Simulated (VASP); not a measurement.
Set up this calculation in VASP 6.6.1, as the native input.

- Task: single point
- Functional: r2SCAN
- Potentials or basis: VASP PAW PBE potentials, release 64 (Ti_sv, O)
- Cutoff: 520 eV
- k mesh: 6 × 6 × 8
- Occupations: gaussian, width 0.02 eV
- Spin: no spin polarisation
- Hubbard terms: Ti d U = 4.0 eV
- Dipole correction: no
- Further INCAR settings: ALGO = Normal; EDIFF = 1e-06; NBANDS = 33

TiO2:

```
CELL_PARAMETERS angstrom
4.80422 0.00000 0.00000
0.00000 4.80422 0.00000
0.00000 0.00000 2.92296
ATOMIC_POSITIONS crystal
Ti 0.50000 0.50000 0.00000
Ti 0.00000 0.00000 0.50000
O 0.69158 0.69158 0.50000
O 0.80842 0.19158 0.00000
O 0.19158 0.80842 0.00000
O 0.30842 0.30842 0.50000
```

This cell differs from its parent crystal: biaxial strain in the a-b plane: +4.5 %, then relaxed in part.

These files were run (other wordings do the same):

POSCAR

```
TiO2
1.0
    4.8042153511      0.0000000000      0.0000000000
    0.0000000000      4.8042153511      0.0000000000
    0.0000000000      0.0000000000      2.9229633389
Ti O
2 4
Direct
    0.5000000000      0.5000000000      0.0000000000
    0.0000000000      0.0000000000      0.5000000000
    0.6915761142      0.6915761142      0.5000000000
    0.8084238858      0.1915761142      0.0000000000
    0.1915761142      0.8084238858      0.0000000000
    0.3084238858      0.3084238858      0.5000000000
```

INCAR.step1

```
  PREC = Accurate
  ENCUT = 520
  ISMEAR = 0
  SIGMA = 0.02
  LREAL = F
  LASPH = T
  NELM = 150
  LMAXMIX = 4
  LDAU = T
  LDAUTYPE = 2
  LDAUL = 2 -1
  LDAUU = 4 0
  LDAUJ = 0 0
  NBANDS = 33
  GGA = PE
  ALGO = Normal
  EDIFF = 1E-4
  LWAVE = T
  LCHARG = F
```

INCAR.step2

```
  PREC = Accurate
  ENCUT = 520
  EDIFF = 1E-6
  ISMEAR = 0
  SIGMA = 0.02
  LREAL = F
  LASPH = T
  NELM = 150
  ALGO = Normal
  ISIF = 2
  LWAVE = F
  LCHARG = T
  LMAXMIX = 4
  LDAU = T
  LDAUTYPE = 2
  LDAUL = 2 -1
  LDAUU = 4 0
  LDAUJ = 0 0
  LDAUPRINT = 1
  METAGGA = R2SCAN
  LMIXTAU = T
  LELF = T
  LVHAR = T
  NBANDS = 33
  ISTART = 1
```

KPOINTS

```
Automatic mesh
0
Gamma
  6 6 8
```

Potentials or basis: VASP PAW PBE potentials, release 64 (Ti_sv, O).

Run with:

```sh
$ cat potpaw_PBE.64/Ti_sv/POTCAR potpaw_PBE.64/O/POTCAR > POTCAR
$ cp INCAR.step1 INCAR
$ mpirun -np 1 vasp_std > vasp.out
$ cp INCAR.step2 INCAR
$ mpirun -np 1 vasp_std > vasp.out
```

Results of the run:

```yaml
Pressure: -5.3 GPa
Largest_force: 0.265 eV/Å
Band_gap_on_the_k_mesh: 2.80 eV (least direct gap 2.82 eV)
```

Caveat: the cell differs from its parent crystal (biaxial strain in the a-b plane: +4.5 %, then relaxed in part); the cell stands under tension; the PAW data sets were made with another functional, which shifts forces and pressure a little.

It took 7.2 min on 1 thread of Intel Xeon 8259CL, with other jobs on the host, peak memory 0.23 GiB.
